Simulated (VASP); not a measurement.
Write the native input for VASP 6.6.1 that does the following.

```yaml
Task: single point
Functional: PBEsol
Dispersion: D3(BJ)
Potentials_or_basis: VASP PAW PBE potentials, release 64 (Si)
Cutoff: 500 eV
k_mesh: 8 × 8 × 8
Occupations: gaussian, width 0.02 eV
Spin: no spin polarisation
Dipole_correction: no
Further_INCAR_settings: ALGO = Normal; EDIFF = 1e-06; NBANDS = 11
```

The structure of Si lies in POSCAR:

```
Si
1.0
    0.0000000000      2.7169171376      2.7169171376
    2.7169171376      0.0000000000      2.7169171376
    2.7169171376      2.7169171376      0.0000000000
Si
2
Direct
    0.7500000000      0.7500000000      0.7500000000
    0.5000000000      0.5000000000      0.5000000000
```

The input as run:

INCAR

```
PREC = Accurate
ENCUT = 500
EDIFF = 1E-6
ISMEAR = 0
SIGMA = 0.02
LREAL = False
LASPH = True
NELM = 120
ALGO = Normal
ISIF = 2
LWAVE = False
LCHARG = False
GGA = PS
IVDW = 12
NBANDS = 11
GGA_COMPAT = False
```

KPOINTS

```
regular mesh
0
Gamma
  8 8 8
```

Potentials or basis: VASP PAW PBE potentials, release 64 (Si).

Command:

```bash
$ cat potpaw_PBE.64/Si/POTCAR > POTCAR
$ mpirun -np 1 vasp_std > vasp.out
```

Results of the run:

```
Pressure                   : -1.8 GPa
Band gap on the k mesh     : 0.51 eV, indirect (least direct gap 2.52 eV)
Dispersion energy per atom : -0.271 eV
```

Caveat: three body term missing; the PAW data sets were made with another functional, which shifts forces and pressure a little.

It took 12 s on 1 thread of Intel Xeon 8259CL, with other jobs on the host, peak memory 0.16 GiB.
